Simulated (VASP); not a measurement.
# LiBr (Fm-3m) in VASP: notebook, part 2 of 2

VASP 6.6.1.

## 4. Relaxation of cell and atoms, PBE

This run uses another cell than the first one, of 20.81 Å³/atom, 0.939 times its volume.

Contents of INCAR:

```
ALGO = Normal
EDIFF = 1E-7
EDIFFG = -0.005
ENCUT = 750
GGA = PE
GGA_COMPAT = F
IBRION = 2
ISIF = 3
ISMEAR = 0
LASPH = T
LCHARG = F
LREAL = F
LWAVE = F
NELM = 120
NELMIN = 4
NSW = 100
PREC = Accurate
SIGMA = 0.02
```

Contents of KPOINTS:

```
k-points
0
Gamma
  8 8 8
```

Contents of POSCAR:

```
LiBr
1.0
    0.0000000000      2.7506500000      2.7506500000
    2.7506500000      0.0000000000      2.7506500000
    2.7506500000      2.7506500000      0.0000000000
Li Br
1 1
Direct
    0.0000000000      0.0000000000      0.0000000000
    0.5000000000      0.5000000000      0.5000000000
```

Potentials or basis: VASP PAW PBE potentials, release 64 (Li_sv, Br).

Run with:

```
> cat potpaw_PBE.64/Li_sv/POTCAR potpaw_PBE.64/Br/POTCAR > POTCAR
> mpirun -np 1 vasp_std > vasp.out
```

OUTCAR:

```text
EDIFF = 1E-7
   EDIFFG = -0.005
   ENCUT = 750
   GGA = PE
   IBRION = 2
   ISIF = 3
   ISMEAR = 0
   LASPH = T
   LREAL = F
   NELM = 120
   NELMIN = 4
   NSW = 100
   PREC = Accurate

 ion  position               nearest neighbor table
   1  0.000  0.000  0.000-
   2  0.500  0.500  0.500-

  LATTYP: Found a face centered cubic cell.
 ALAT       =     5.5013000000

  Lattice vectors:

[... 512 lines left out ...]
      3      -2.2887      2.00000
      4      -1.0356      2.00000
      5      -0.3052      2.00000
      6       7.3529      0.00000
      7       8.1776      0.00000
      8       9.5080      0.00000
      9      10.9639      0.00000

 [... further k-points ...]
[... 5 lines left out ...]
  --------------------------------------------------------------------------------------
  -------------------------------------------------------------------------------------
  Total        0.0094623      0.0094623      0.0094623      0.0000000      0.0000000      0.0000000
  in kB        0.3636387      0.3636387      0.3636387      0.0000000      0.0000000      0.0000000
  external PRESSURE =       0.3636387 kB  Pullay stress =       0.0000000 kB

 VOLUME and BASIS-vectors are now :
 -----------------------------------------------------------------------------
  energy-cutoff  :      750.00
  volume of cell :       41.69
      direct lattice vectors                 reciprocal lattice vectors
     0.000000000  2.752133570  2.752133570    -0.181677229  0.181677229  0.181677229
     2.752133570 -0.000000000  2.752133570     0.181677229 -0.181677229  0.181677229
     2.752133570  2.752133570  0.000000000     0.181677229  0.181677229 -0.181677229

 POSITION                                       TOTAL-FORCE (eV/Angst)
 -----------------------------------------------------------------------------------
      2.75213      2.75213      0.00000        -0.000000     -0.000000     -0.000000
      2.75213      2.75213      2.75213         0.000000      0.000000      0.000000
 -----------------------------------------------------------------------------------
    total drift:                                0.000000      0.000000      0.000000

  FREE ENERGIE OF THE ION-ELECTRON SYSTEM (eV)
  ---------------------------------------------------
  free  energy   TOTEN  =        -6.6414652238 eV

  energy  without entropy=       -6.6414652238  energy(sigma->0) =       -6.64146522

 reached required accuracy - stopping structural energy minimisation
```

OSZICAR:

```text
N       E                     dE             d eps       ncg     rms          rms(c)
DAV:   1     0.496822310538E+02    0.49682E+02   -0.48912E+03   522   0.129E+03
DAV:   2    -0.423560004392E+01   -0.53918E+02   -0.52355E+02   731   0.167E+02
DAV:   3    -0.661241880532E+01   -0.23768E+01   -0.23741E+01   624   0.413E+01
[... 12 lines left out ...]
DAV:   2    -0.664148578110E+01    0.92829E-04   -0.21696E-04   644   0.103E-01    0.260E-02
DAV:   3    -0.664146709675E+01    0.18684E-04   -0.69067E-05   548   0.487E-02    0.113E-02
DAV:   4    -0.664146549565E+01    0.16011E-05   -0.15840E-06   818   0.110E-02    0.305E-03
DAV:   5    -0.664146514246E+01    0.35320E-06   -0.14772E-07   461   0.327E-03    0.768E-04
DAV:   6    -0.664146522382E+01   -0.81360E-07   -0.78723E-09   264   0.108E-03
   2 F= -.66414652E+01 E0= -.66414652E+01  d E =-.245110E-04
```

It took 22 s on 1 thread of Intel Xeon Platinum 8375C at 2.90GHz (Ice Lake), shared host; peak memory 0.21 GiB.

Results:

* Free energy: -6.6415 eV
* Relaxed volume: 20.85 Å³/atom
* Relaxed cell: a = 3.892 Å, b = 3.892 Å, c = 3.892 Å, α = 60.00°, β = 60.00°, γ = 60.00°
* Space group after relaxing (to 0.05 Å): Fm-3m (No. 225)
* Energy gained by relaxing: 0.0 meV/atom
* Ionic steps: 2
* Pressure after relaxing: 0.0 GPa
* Band gap on the k mesh: 4.93 eV, direct

Final structure:
```cif
data_structure
_symmetry_space_group_name_H-M 'P 1'
_symmetry_Int_Tables_number 1
_cell_length_a 3.8921
_cell_length_b 3.8921
_cell_length_c 3.8921
_cell_angle_alpha 60.000
_cell_angle_beta 60.000
_cell_angle_gamma 60.000
_cell_volume 41.69
loop_
_atom_site_label
_atom_site_type_symbol
_atom_site_fract_x
_atom_site_fract_y
_atom_site_fract_z
_atom_site_occupancy
Li1 Li 0.00000 0.00000 0.00000 1
Br1 Br 0.50000 0.50000 0.50000 1
```

Levels at points of the mesh, in eV from the valence-band top:
```
           k point  band 3  band 4  band 5  band 6  band 7  band 8
(0.00, 0.00, 0.00)    0.00    0.00    0.00    4.93   10.50   10.50
(0.50, 0.00, 0.00)   -2.87   -0.26   -0.26    5.62    8.11    8.11
(0.50, 0.50, 0.00)   -2.87   -1.13   -1.13    6.24    7.12   11.61
```

## 5. Single point, PBE

This run uses another cell than the first one, of 20.92 Å³/atom, 0.943 times its volume.

Contents of INCAR:

```
PREC = Accurate
ENCUT = 750
EDIFF = 1E-6
ISMEAR = 0
SIGMA = 0.02
LREAL = F
LASPH = T
NELM = 120
ALGO = Normal
ISIF = 2
LWAVE = F
LCHARG = F
GGA = PE
NBANDS = 12
GGA_COMPAT = F
```

Contents of KPOINTS:

```
Automatic mesh
0
Gamma
  8 8 8
```

Contents of POSCAR:

```
LiBr
1.0
    0.0000000000      2.7554039684      2.7554039684
    2.7554039684      0.0000000000      2.7554039684
    2.7554039684      2.7554039684      0.0000000000
Li Br
1 1
Direct
    0.0000000000      0.0000000000      0.0000000000
    0.5000000000      0.5000000000      0.5000000000
```

Potentials or basis: VASP PAW PBE potentials, release 64 (Li_sv, Br).

Run with:

```
> cat potpaw_PBE.64/Li_sv/POTCAR potpaw_PBE.64/Br/POTCAR > POTCAR
> mpirun -np 1 vasp_std > vasp.out
```

OUTCAR:

```text
PREC = Accurate
   ENCUT = 750
   EDIFF = 1E-6
   ISMEAR = 0
   LREAL = F
   LASPH = T
   NELM = 120
   ISIF = 2
   GGA = PE

 ion  position               nearest neighbor table
   1  0.000  0.000  0.000-
   2  0.500  0.500  0.500-

  LATTYP: Found a face centered cubic cell.
 ALAT       =     5.5108079368

  Lattice vectors:

 A1 = (   0.0000000000,   2.7554039684,   2.7554039684)
 A2 = (   2.7554039684,   0.0000000000,   2.7554039684)
 A3 = (   2.7554039684,   2.7554039684,   0.0000000000)

Analysis of symmetry for initial positions (statically):
=====================================================================
 Subroutine PRICEL returns:
 Original cell was already a primitive cell.

 Routine SETGRP: Setting up the symmetry group for a
 face centered cubic supercell.

 Subroutine GETGRP returns: Found 48 space group operations
 (whereof 48 operations were pure point group operations)
 out of a pool of 48 trial point group operations.

The static configuration has the point symmetry O_h .

Analysis of symmetry for dynamics (positions and initial velocities):
=====================================================================
 Subroutine PRICEL returns:
 Original cell was already a primitive cell.

 Routine SETGRP: Setting up the symmetry group for a
 face centered cubic supercell.

 Subroutine GETGRP returns: Found 48 space group operations
 (whereof 48 operations were pure point group operations)
 out of a pool of 48 trial point group operations.

The dynamic configuration has the point symmetry O_h .

 Subroutine INISYM returns: Found 48 space group operations
 (whereof 48 operations are pure point group operations),
 and found     1 'primitive' translations

----------------------------------------------------------------------------------------

                                     Primitive cell

  volume of cell :      41.8394

  direct lattice vectors                    reciprocal lattice vectors
     0.000000000  2.755403968  2.755403968    -0.181461595  0.181461595  0.181461595
     2.755403968  0.000000000  2.755403968     0.181461595 -0.181461595  0.181461595
     2.755403968  2.755403968  0.000000000     0.181461595  0.181461595 -0.181461595

  length of vectors
     3.896729662  3.896729662  3.896729662     0.314300703  0.314300703  0.314300703

  position of ions in fractional coordinates (direct lattice)
     0.000000000  0.000000000  0.000000000
     0.500000000  0.500000000  0.500000000

  ion indices of the primitive-cell ions
   primitive index   ion index
                 1           1
                 2           2

----------------------------------------------------------------------------------------

 KPOINTS: Automatic mesh

Automatic generation of k-mesh.
 Grid dimensions read from file:
 generate k-points for:    8    8    8

 Generating k-lattice:

  Cartesian coordinates                     Fractional coordinates (reciprocal lattice)
    -0.022682699  0.022682699  0.022682699     0.125000000  0.000000000  0.000000000
     0.022682699 -0.022682699  0.022682699     0.000000000  0.125000000  0.000000000
     0.022682699  0.022682699 -0.022682699     0.000000000  0.000000000  0.125000000

  Length of vectors
     0.039287588  0.039287588  0.039287588

  Shift w.r.t. Gamma in fractional coordinates (k-lattice)
     0.000000000  0.000000000  0.000000000

 Subroutine IBZKPT returns following result:
 ===========================================

 Found     29 irreducible k-points:

 Following reciprocal coordinates:
            Coordinates               Weight
  0.000000  0.000000  0.000000      1.000000
  0.125000  0.000000  0.000000      8.000000
  0.250000  0.000000  0.000000      8.000000
  0.375000  0.000000  0.000000      8.000000
  0.500000  0.000000  0.000000      4.000000
  0.125000  0.125000  0.000000      6.000000
[... 16 lines left out ...]
  0.500000  0.250000  0.125000     48.000000
 -0.375000  0.250000  0.125000     24.000000
 [... further k-points ...]
   k-points           NKPTS =     29   k-points in BZ     NKDIM =     29   number of bands    NBANDS=     12
   number of dos      NEDOS =    301   number of ions     NIONS =      2
   total plane-waves  NPLWV =  46656
   dimension x,y,z NGX =    36 NGY =   36 NGZ =   36
   dimension x,y,z NGXF=    72 NGYF=   72 NGZF=   72
   ions per type =               1   1
   NGX,Y,Z   is equivalent  to a cutoff of  15.36, 15.36, 15.36 a.u.
   NGXF,Y,Z  is equivalent  to a cutoff of  30.72, 30.72, 30.72 a.u.
 SYSTEM =  unknown system
   PREC   = accura    normal or accurate (medium, high low for compatibility)
   ISTART =      0    job   : 0-new  1-cont  2-samecut
   ICHARG =      2    charge: 1-file 2-atom 10-const
   ISPIN  =      1    spin polarized calculation?
   LNONCOLLINEAR =      F non collinear calculations
   LSORBIT =      F    spin-orbit coupling
   LASPH  =      T    aspherical Exc in radial PAW
   ENCUT  =  750.0 eV  55.12 Ry    7.42 a.u.   8.70  8.70  8.70*2*pi/ulx,y,z
   NELM   =    120;   NELMIN=  2; NELMDL= -5     # of ELM steps
   EDIFF  = 0.1E-05   stopping-criterion for ELM
   LREAL  =      F    real-space projection
   EDIFFG = 0.1E-04   stopping-criterion for IOM
   NSW    =      0    number of steps for IOM
   IBRION =     -1    ionic relax: 0-MD 1-quasi-New 2-CG
   NFREE  =      0    steps in history (QN), initial steepest desc. (CG)
   ISIF   =      2    stress and relaxation
   ISYM   =      2    0-nonsym 1-usesym 2-fastsym
   POTIM  = 0.5000    time-step for ionic-motion
   TEBEG  =    0.0;   TEEND  =   0.0 temperature during run
   PSTRESS=    0.0 pullay stress
   NELECT =      10.0000    total number of electrons
   NUPDOWN=      -1.0000    fix difference up-down
   EMIN   =  10.00;   EMAX   =-10.00  energy-range for DOS
   EFERMI =   0.00;   METHOD = LEGACY
   ISMEAR =     0;   SIGMA  =   0.02  broadening in eV -4-tet -1-fermi 0-gaus
   EFERMI_NEDOS =   21; number of points for ismear=-14 and -15
   IALGO  =     38    algorithm
   IMIX   =      4    mixing-type and parameters
     AMIX     =   0.40;   BMIX     =  1.00
     AMIX_MAG =   1.60;   BMIX_MAG =  1.00
  volume/ion in A,a.u.               =      20.92       141.17
  Fermi-wavevector in a.u.,A,eV,Ry     =   1.015967  1.919899 14.043780  1.032189
  Thomas-Fermi vector in A             =   2.149283
   LORBIT       =      0    0 simple, 1 ext, 2 COOP (PROOUT), +10 PAW based schemes
   GGA     = PE    functional components
   LHFCALC =     F    Hartree Fock is set to
   AEXX    =    0.0000 exact exchange contribution
   IVDW    =     0    specifies the selected vdW correction
   LEPSILON=     F    determine dielectric tensor
   LRPA    =     F    only Hartree local field effects (RPA)
 non-spin polarized calculation
 Gauss-broadening in eV      SIGMA  =   0.02
  energy-cutoff  :      750.00
  volume of cell :       41.84
 maximum number of plane-waves:      1964
   NGX = 17   NGY = 17   NGZ = 17

 number of electron      10.0000001 magnetization

 Free energy of the ion-electron system (eV)
  ---------------------------------------------------
  ext. energy  EPLUGINS =         0.00000000
  ---------------------------------------------------
  free energy    TOTEN  =        -6.64151146 eV

  energy without entropy =       -6.64151146  energy(sigma->0) =       -6.64151146

 E-fermi :   0.4698     XC(G=0):  -8.4040

 val. band max:        0.2746613717   @ k =   0.0000   0.0000   0.0000
 cond. band min:       5.1941595170   @ k =   0.0000   0.0000   0.0000
 fundamental gap:      4.9194981453
 Fermi energy:         0.4697872040

 k-point     1 :       0.0000    0.0000    0.0000
  band No.  band energies     occupation
      1     -44.1307      2.00000
      2     -13.1398      2.00000
      3       0.2747      2.00000
      4       0.2747      2.00000
      5       0.2747      2.00000
      6       5.1942      0.00000
      7      10.7711      0.00000
      8      10.7711      0.00000
      9      10.7711      0.00000
     10      12.4921      0.00000
     11      12.4921      0.00000
     12      12.4921      0.00000
[... 331 lines left out ...]
 k-point    24 :      -0.3750    0.2500    0.1250
  band No.  band energies     occupation
      1     -44.1296      2.00000
      2     -12.5859      2.00000
      3      -2.2994      2.00000
      4      -1.0521      2.00000
      5      -0.3262      2.00000
      6       7.3223      0.00000
      7       8.1477      0.00000
      8       9.4752      0.00000
      9      10.9173      0.00000
     10      13.8084      0.00000
     11      14.1996      0.00000
     12      16.8099      0.00000

 [... further k-points ...]
[... 5 lines left out ...]
  --------------------------------------------------------------------------------------
  -------------------------------------------------------------------------------------
  Total       -0.0123347     -0.0123347     -0.0123347      0.0000000      0.0000000      0.0000000
  in kB       -0.4723393     -0.4723393     -0.4723393      0.0000000      0.0000000      0.0000000
  external PRESSURE =      -0.4723393 kB  Pullay stress =       0.0000000 kB

 VOLUME and BASIS-vectors are now :
 -----------------------------------------------------------------------------
  energy-cutoff  :      750.00
  volume of cell :       41.84
      direct lattice vectors                 reciprocal lattice vectors
     0.000000000  2.755403968  2.755403968    -0.181461595  0.181461595  0.181461595
     2.755403968  0.000000000  2.755403968     0.181461595 -0.181461595  0.181461595
     2.755403968  2.755403968  0.000000000     0.181461595  0.181461595 -0.181461595

 POSITION                                       TOTAL-FORCE (eV/Angst)
 -----------------------------------------------------------------------------------
      0.00000      0.00000      0.00000         0.000000      0.000000      0.000000
      2.75540      2.75540      2.75540        -0.000000     -0.000000      0.000000
 -----------------------------------------------------------------------------------
    total drift:                                0.000000      0.000000      0.000000

  FREE ENERGIE OF THE ION-ELECTRON SYSTEM (eV)
  ---------------------------------------------------
  free  energy   TOTEN  =        -6.6415114640 eV

  energy  without entropy=       -6.6415114640  energy(sigma->0) =       -6.64151146
```

OSZICAR:

```text
N       E                     dE             d eps       ncg     rms          rms(c)
DAV:   1     0.486912964156E+02    0.48691E+02   -0.46993E+03   696   0.973E+02
DAV:   2    -0.313880938521E+01   -0.51830E+02   -0.49300E+02   868   0.150E+02
DAV:   3    -0.657258608487E+01   -0.34338E+01   -0.34230E+01   936   0.403E+01
DAV:   4    -0.666919749829E+01   -0.96611E-01   -0.96554E-01   936   0.645E+00
DAV:   5    -0.667015919701E+01   -0.96170E-03   -0.96168E-03   916   0.634E-01    0.195E+00
DAV:   6    -0.663670385443E+01    0.33455E-01   -0.64603E-02   892   0.117E+00    0.119E+00
DAV:   7    -0.663904211497E+01   -0.23383E-02   -0.39161E-02   976   0.104E+00    0.441E-01
DAV:   8    -0.664148213733E+01   -0.24400E-02   -0.43682E-03   828   0.439E-01    0.681E-02
DAV:   9    -0.664147540756E+01    0.67298E-05   -0.10395E-04   836   0.750E-02    0.268E-02
DAV:  10    -0.664151040159E+01   -0.34994E-04   -0.55081E-05   808   0.484E-02    0.144E-02
DAV:  11    -0.664151151257E+01   -0.11110E-05   -0.53320E-06   888   0.132E-02    0.367E-03
DAV:  12    -0.664151146405E+01    0.48525E-07   -0.28624E-07   688   0.377E-03
   1 F= -.66415115E+01 E0= -.66415115E+01  d E =-.306971E-45
```

Wall time 21 s (1 thread of Intel Xeon 6975P-C, shared host); peak memory 0.21 GiB.

What came out:

```
Free energy            : -6.6415 eV
Pressure               : 0.0 GPa
Band gap on the k mesh : 4.92 eV, direct
```

Expect the measured gap to be larger: semilocal functionals such as PBE lack the derivative discontinuity.

## 6. The runs side by side

```tsv
task	cell	gap on the mesh (eV)	pressure (GPa)
single point	a = 3.973 Å, angles 60.0°, 2 atoms	4.68	-1.4
single point	a = 4.023 Å, angles 60.0°, 2 atoms	4.54	-2.0
relaxation of cell and atoms	relaxed from a = 3.890 Å, angles 60.0°, 2 atoms	4.93	0.0
single point	a = 3.897 Å, angles 60.0°, 2 atoms	4.92	0.0
```

Alike in all rows: level PBE; potentials or basis VASP PAW PBE potentials, release 64 (Li_sv, Br); no spin polarisation; k mesh 8 × 8 × 8; cutoff (eV) 750; smearing gaussian 0.02 eV.

Total energies depend on the potentials used, so only differences within one code and one set of settings carry meaning.
